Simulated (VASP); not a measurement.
# TiAl (Pm-3m) in VASP: a series of runs

Runs on TiAl. Level: PBEsol. Tasks: relaxation of cell and atoms, single point.

All numbers are computed with VASP 6.6.1; they aren't measurements. Logs are shortened: lines on timing, memory, paths and dates and some standing lists are left out, and cuts for length are marked.

### Step 1. The cell of the first run

It takes space group Pm-3m (No. 221, cubic). Conventional cell: a = 3.155 Å, b = 3.155 Å, c = 3.155 Å, α = 90.00°, β = 90.00°, γ = 90.00°. Within 3.6 Å of Ti (site symmetry m-3m) lie 8 Al at 2.73 Å and 6 Ti at 3.16 Å. Within 3.6 Å of Al (site symmetry m-3m) lie 8 Ti at 2.73 Å and 6 Al at 3.16 Å.

### Step 2. Relaxation of cell and atoms, PBEsol

INCAR

```
SYSTEM = TiAl
ALGO = Normal
EDIFF = 1E-7
EDIFFG = -0.005
ENCUT = 600
GGA = PS
IBRION = 2
ISIF = 3
ISMEAR = 0
LASPH = .True.
LCHARG = .False.
LREAL = .False.
LWAVE = .False.
NELM = 100
NSW = 100
PREC = Accurate
SIGMA = 0.1
```

KPOINTS

```
k-points
0
Gamma
  14 14 14
  0 0 0
```

POSCAR

```
TiAl
1.0
    3.1554155958      0.0000000000      0.0000000000
    0.0000000000      3.1554155958      0.0000000000
    0.0000000000      0.0000000000      3.1554155958
Ti Al
1 1
Direct
    0.5000000000      0.5000000000      0.5000000000
    0.0000000000      0.0000000000      0.0000000000
```

Potentials or basis: VASP PAW PBE potentials, release 64 (Ti_sv, Al).

Started as:

```console
> cat potpaw_PBE.64/Ti_sv/POTCAR potpaw_PBE.64/Al/POTCAR > POTCAR
> mpirun -np 1 vasp_std > vasp.out
```

OUTCAR:

```text
SYSTEM = TiAl
   EDIFF = 1E-7
   EDIFFG = -0.005
   ENCUT = 600
   GGA = PS
   IBRION = 2
   ISIF = 3
   ISMEAR = 0
   LASPH = .True.
   LREAL = .False.
   NELM = 100
   NSW = 100
   PREC = Accurate

 ion  position               nearest neighbor table
   1  0.500  0.500  0.500-   2 2.73   2 2.73   2 2.73   2 2.73   2 2.73   2 2.73   2 2.73   2 2.73

   2  0.000  0.000  0.000-   1 2.73   1 2.73   1 2.73   1 2.73   1 2.73   1 2.73   1 2.73   1 2.73

  LATTYP: Found a simple cubic cell.
 ALAT       =     3.1554155958

  Lattice vectors:

 A1 = (   3.1554155958,   0.0000000000,   0.0000000000)
 A2 = (   0.0000000000,   3.1554155958,   0.0000000000)
 A3 = (   0.0000000000,   0.0000000000,   3.1554155958)

Analysis of symmetry for initial positions (statically):
=====================================================================
 Subroutine PRICEL returns:
 Original cell was already a primitive cell.

 Routine SETGRP: Setting up the symmetry group for a
 simple cubic supercell.

 Subroutine GETGRP returns: Found 48 space group operations
 (whereof 48 operations were pure point group operations)
 out of a pool of 48 trial point group operations.

The static configuration has the point symmetry O_h .

Analysis of symmetry for dynamics (positions and initial velocities):
=====================================================================
 Subroutine PRICEL returns:
 Original cell was already a primitive cell.

 Routine SETGRP: Setting up the symmetry group for a
 simple cubic supercell.

 Subroutine GETGRP returns: Found 48 space group operations
 (whereof 48 operations were pure point group operations)
 out of a pool of 48 trial point group operations.

The dynamic configuration has the point symmetry O_h .

 Subroutine INISYM returns: Found 48 space group operations
 (whereof 48 operations are pure point group operations),
 and found     1 'primitive' translations

----------------------------------------------------------------------------------------

                                     Primitive cell

  volume of cell :      31.4174

  direct lattice vectors                    reciprocal lattice vectors
     3.155415596  0.000000000  0.000000000     0.316915465  0.000000000  0.000000000
     0.000000000  3.155415596  0.000000000     0.000000000  0.316915465  0.000000000
     0.000000000  0.000000000  3.155415596     0.000000000  0.000000000  0.316915465

  length of vectors
     3.155415596  3.155415596  3.155415596     0.316915465  0.316915465  0.316915465

  position of ions in fractional coordinates (direct lattice)
     0.500000000  0.500000000  0.500000000
     0.000000000  0.000000000  0.000000000

  ion indices of the primitive-cell ions
   primitive index   ion index
                 1           1
                 2           2

----------------------------------------------------------------------------------------

 KPOINTS: k-points

Automatic generation of k-mesh.
 Grid dimensions read from file:
 generate k-points for:   14   14   14

 Generating k-lattice:

  Cartesian coordinates                     Fractional coordinates (reciprocal lattice)
     0.022636819  0.000000000  0.000000000     0.071428571  0.000000000  0.000000000
     0.000000000  0.022636819  0.000000000     0.000000000  0.071428571  0.000000000
     0.000000000  0.000000000  0.022636819     0.000000000  0.000000000  0.071428571

  Length of vectors
     0.022636819  0.022636819  0.022636819

  Shift w.r.t. Gamma in fractional coordinates (k-lattice)
     0.000000000  0.000000000  0.000000000

 Subroutine IBZKPT returns following result:
 ===========================================

 Found    120 irreducible k-points:

 Following reciprocal coordinates:
            Coordinates               Weight
  0.000000  0.000000  0.000000      1.000000
  0.071429  0.000000  0.000000      6.000000
  0.142857  0.000000  0.000000      6.000000
  0.214286  0.000000  0.000000      6.000000
  0.285714  0.000000  0.000000      6.000000
  0.357143  0.000000  0.000000      6.000000
[... 16 lines left out ...]
  0.285714  0.214286  0.000000     24.000000
  0.357143  0.214286  0.000000     24.000000
 [... further k-points ...]
   k-points           NKPTS =    120   k-points in BZ     NKDIM =    120   number of bands    NBANDS=     11
   number of dos      NEDOS =    301   number of ions     NIONS =      2
   total plane-waves  NPLWV =  21952
   dimension x,y,z NGX =    28 NGY =   28 NGZ =   28
   dimension x,y,z NGXF=    56 NGYF=   56 NGZF=   56
   ions per type =               1   1
   NGX,Y,Z   is equivalent  to a cutoff of  14.75, 14.75, 14.75 a.u.
   NGXF,Y,Z  is equivalent  to a cutoff of  29.50, 29.50, 29.50 a.u.
 SYSTEM =  TiAl
   PREC   = accura    normal or accurate (medium, high low for compatibility)
   ISTART =      0    job   : 0-new  1-cont  2-samecut
   ICHARG =      2    charge: 1-file 2-atom 10-const
   ISPIN  =      1    spin polarized calculation?
   LNONCOLLINEAR =      F non collinear calculations
   LSORBIT =      F    spin-orbit coupling
   LASPH  =      T    aspherical Exc in radial PAW
   ENCUT  =  600.0 eV  44.10 Ry    6.64 a.u.   6.30  6.30  6.30*2*pi/ulx,y,z
   NELM   =    100;   NELMIN=  2; NELMDL= -5     # of ELM steps
   EDIFF  = 0.1E-06   stopping-criterion for ELM
   LREAL  =      F    real-space projection
   EDIFFG = -.5E-02   stopping-criterion for IOM
   NSW    =    100    number of steps for IOM
   IBRION =      2    ionic relax: 0-MD 1-quasi-New 2-CG
   NFREE  =      1    steps in history (QN), initial steepest desc. (CG)
   ISIF   =      3    stress and relaxation
   ISYM   =      2    0-nonsym 1-usesym 2-fastsym
   POTIM  = 0.5000    time-step for ionic-motion
   TEBEG  =    0.0;   TEEND  =   0.0 temperature during run
   PSTRESS=    0.0 pullay stress
   NELECT =      15.0000    total number of electrons
   NUPDOWN=      -1.0000    fix difference up-down
   EMIN   =  10.00;   EMAX   =-10.00  energy-range for DOS
   EFERMI =   0.00;   METHOD = LEGACY
   ISMEAR =     0;   SIGMA  =   0.10  broadening in eV -4-tet -1-fermi 0-gaus
   EFERMI_NEDOS =   21; number of points for ismear=-14 and -15
   IALGO  =     38    algorithm
   IMIX   =      4    mixing-type and parameters
     AMIX     =   0.40;   BMIX     =  1.00
     AMIX_MAG =   1.60;   BMIX_MAG =  1.00
  volume/ion in A,a.u.               =      15.71       106.01
  Fermi-wavevector in a.u.,A,eV,Ry     =   1.279525  2.417951 22.275234  1.637184
  Thomas-Fermi vector in A             =   2.412005
   LORBIT       =      0    0 simple, 1 ext, 2 COOP (PROOUT), +10 PAW based schemes
   GGA     = PS    functional components
   LHFCALC =     F    Hartree Fock is set to
   AEXX    =    0.0000 exact exchange contribution
   IVDW    =     0    specifies the selected vdW correction
   LEPSILON=     F    determine dielectric tensor
   LRPA    =     F    only Hartree local field effects (RPA)
 conjugate gradient relaxation of ions
 non-spin polarized calculation
 Gauss-broadening in eV      SIGMA  =   0.10
  energy-cutoff  :      600.00
  volume of cell :       31.42
 maximum number of plane-waves:      1064
 NGX is ok and might be reduce to    28
   NGX = 13   NGY = 13   NGZ = 13

--------------------------------------- Ionic step        1  -------------------------------------------

 number of electron      15.0000003 magnetization

 Free energy of the ion-electron system (eV)
  ---------------------------------------------------
  ext. energy  EPLUGINS =         0.00000000
  ---------------------------------------------------
  free energy    TOTEN  =       -12.97489654 eV

  energy without entropy =      -12.96285006  energy(sigma->0) =      -12.96887330

------------------------ aborting loop because EDIFF is reached ----------------------------------------

  FORCE on cell =-STRESS in cart. coord.  units (eV):
  Direction    XX          YY          ZZ          XY          YZ          ZX
  --------------------------------------------------------------------------------------
  -------------------------------------------------------------------------------------
  Total        0.0248439      0.0248439      0.0248439     -0.0000000     -0.0000000      0.0000000
  in kB        1.2669557      1.2669557      1.2669557     -0.0000000     -0.0000000      0.0000000
  external PRESSURE =       1.2669557 kB  Pullay stress =       0.0000000 kB
[... 57 lines left out ...]
  energy  without entropy=      -12.9628335849  energy(sigma->0) =      -12.96886719

--------------------------------------- Ionic step        3  -------------------------------------------

 number of electron      15.0000003 magnetization

 Free energy of the ion-electron system (eV)
  ---------------------------------------------------
  ext. energy  EPLUGINS =         0.00000000
  ---------------------------------------------------
  free energy    TOTEN  =       -12.97490810 eV

  energy without entropy =      -12.96285057  energy(sigma->0) =      -12.96887933

 E-fermi :   8.9084     XC(G=0): -11.2828

 val. band max:        8.8875033222   @ k =   0.3571   0.2857   0.1429
 cond. band min:       8.9117799249   @ k =   0.2857   0.2857   0.0000
 fundamental gap:      0.0242766028
 Fermi energy:         8.9084083506

 k-point     1 :       0.0000    0.0000    0.0000
  band No.  band energies     occupation
      1     -47.7154      2.00000
      2     -24.0163      2.00000
      3     -24.0163      2.00000
      4     -24.0163      2.00000
      5      -0.4480      2.00000
      6       7.4177      2.00000
      7       7.4177      2.00000
      8      10.7418      0.00000
      9      10.7418      0.00000
     10      10.7418      0.00000
     11      13.4254      0.00000
[... 309 lines left out ...]
 k-point    24 :       0.3571    0.2143    0.0000
  band No.  band energies     occupation
      1     -47.6955      2.00000
      2     -24.1596      2.00000
      3     -24.0730      2.00000
      4     -23.9963      2.00000
      5       2.0897      2.00000
      6       5.7049      2.00000
      7       7.7136      2.00000
      8       8.8480      1.60711
      9       9.4457      0.00000
     10      10.2870      0.00000
     11      11.9214      0.00000

 [... further k-points ...]

------------------------ aborting loop because EDIFF is reached ----------------------------------------

  FORCE on cell =-STRESS in cart. coord.  units (eV):
  Direction    XX          YY          ZZ          XY          YZ          ZX
  --------------------------------------------------------------------------------------
  -------------------------------------------------------------------------------------
  Total        0.0007994      0.0007994      0.0007994      0.0000000      0.0000000     -0.0000000
  in kB        0.0407281      0.0407281      0.0407281      0.0000000      0.0000000     -0.0000000
  external PRESSURE =       0.0407281 kB  Pullay stress =       0.0000000 kB
[... 17 lines left out ...]
  FREE ENERGIE OF THE ION-ELECTRON SYSTEM (eV)
  ---------------------------------------------------
  free  energy   TOTEN  =       -12.9749080951 eV

  energy  without entropy=      -12.9628505734  energy(sigma->0) =      -12.96887933

 reached required accuracy - stopping structural energy minimisation
```

Run time: 2.2 min. Hardware: 1 thread of Intel Xeon Platinum 8375C at 2.90GHz (Ice Lake), shared host; peak memory 0.2 GiB.

Results:

```yaml
Free_energy: -12.9749 eV
Relaxed_volume: 15.72 Å³/atom
Relaxed_cell: a = 3.156 Å, b = 3.156 Å, c = 3.156 Å, α = 90.00°, β = 90.00°, γ = 90.00°
Space_group_after_relaxing_to_0.05_Å: Pm-3m (No. 221)
Energy_gained_by_relaxing: 0.0 meV/atom
Ionic_steps: 3
Pressure_after_relaxing: 0.0 GPa
```

Final structure:
```
Ti Al
1.0
     3.15643    0.00000    0.00000
     0.00000    3.15643    0.00000
     0.00000    0.00000    3.15643
Ti Al
1 1
Direct
  0.50000 0.50000 0.50000
  0.00000 0.00000 0.00000
```

Levels at points of the mesh, in eV from the Fermi level:
| k point | band 4 | band 5 | band 6 | band 7 | band 8 | band 9 | band 10 | band 11 |
| --- | --- | --- | --- | --- | --- | --- | --- | --- |
| (0.00, 0.00, 0.00) | -32.92 | -9.36 | -1.49 | -1.49 | 1.83 | 1.83 | 1.83 | 4.52 |
| (0.50, 0.00, 0.00) | -32.91 | -6.04 | -5.25 | -0.57 | 0.14 | 0.14 | 2.05 | 3.09 |
| (0.50, 0.50, 0.00) | -32.89 | -5.07 | -2.10 | -2.10 | -1.51 | 0.70 | 0.70 | 2.83 |
| (0.50, 0.50, 0.50) | -33.06 | -3.16 | -3.16 | -3.16 | 0.78 | 2.90 | 2.90 | 2.97 |

Caveat: the PAW data sets were made with another functional, which shifts forces and pressure a little.

(Part 1 of 2 ends here.)
